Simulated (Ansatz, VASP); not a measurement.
**Two plane-wave programs on SnTe**

```xyz
2
Lattice="-0.1343 3.1507 3.1507 3.1507 -0.1343 3.1507 3.1507 3.1507 -0.1343" Properties=species:S:1:pos:R:3 pbc="T T T"
Sn    0.0000    0.0000    0.0000
Te    3.0835    3.0835    3.0835
```

Change from the starting cell: epitaxial_111 strain +3.0%.

Alike in both runs: task single point; functional r2SCAN; k mesh 8 × 8 × 8; occupations fermi-dirac, width 0.02 eV; no spin polarisation.

|  | VASP | Ansatz |
| --- | --- | --- |
| version | VASP 6.6.1 | Ansatz 0.2.0 |
| potentials or method | VASP PAW PBE potentials, release 64 (Sn_d, Te) | plane waves, PAW |
| plane-wave cutoff (eV) | 520 | 500 |
| valence electrons in the cell | 20 | 30 |

```tsv
	VASP	Ansatz	Ansatz less VASP
pressure (GPa)	-1.2	-1.2	+0.01
traceless stress, the component that is largest in VASP (GPa)	0.67	0.67	+0.001
```

VASP's potentials were made for PBE, not for r2SCAN. With one functional, cell and mesh, what is left measures potentials, basis and numerics. VASP's potentials hold 20 valence electrons a cell and Ansatz's 30, so a difference there can come from the potentials and not from the codes.

Spin-orbit coupling is off throughout.
